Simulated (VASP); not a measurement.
A run of VASP 6.6.1:

The input INCAR:

```
ALGO = Normal ; EDIFF = 1E-7
ENCUT = 520 ; GGA = PS
ISIF = 2 ; ISMEAR = 0
LASPH = True ; LCHARG = False
LREAL = False ; LWAVE = False
NBANDS = 16 ; NELM = 100
PREC = Accurate ; SIGMA = 0.1
```

KPOINTS

```
k-points
0
Gamma
  4 4 4
```

POSCAR

```
InAs
1.0
    0.0000000000      3.0438898540      3.0438898540
    3.0438898540      0.0000000000      3.0438898540
    3.0438898540      3.0438898540      0.0000000000
In As
1 1
Direct
    0.0000000000      0.0000000000      0.0000000000
    0.2500000000      0.2500000000      0.2500000000
```

Potentials or basis: VASP PAW PBE potentials, release 64 (In_d, As).

Launch:

```bash
$ cat potpaw_PBE.64/In_d/POTCAR potpaw_PBE.64/As/POTCAR > POTCAR
$ mpirun -np 1 vasp_std > vasp.out
```

Hardware: 1 thread of Intel(R) Xeon(R) Platinum 8259CL CPU @ 2.50GHz (Skylake/Cascade Lake), on a shared host.

Task: How long does it take, and how much memory?

Result: Wall time 11 s on 1 thread of Intel(R) Xeon(R) Platinum 8259CL CPU @ 2.50GHz (Skylake/Cascade Lake), with other jobs on the host, peak memory 0.17 GiB. Counts: scf iterations 14, k points 8.
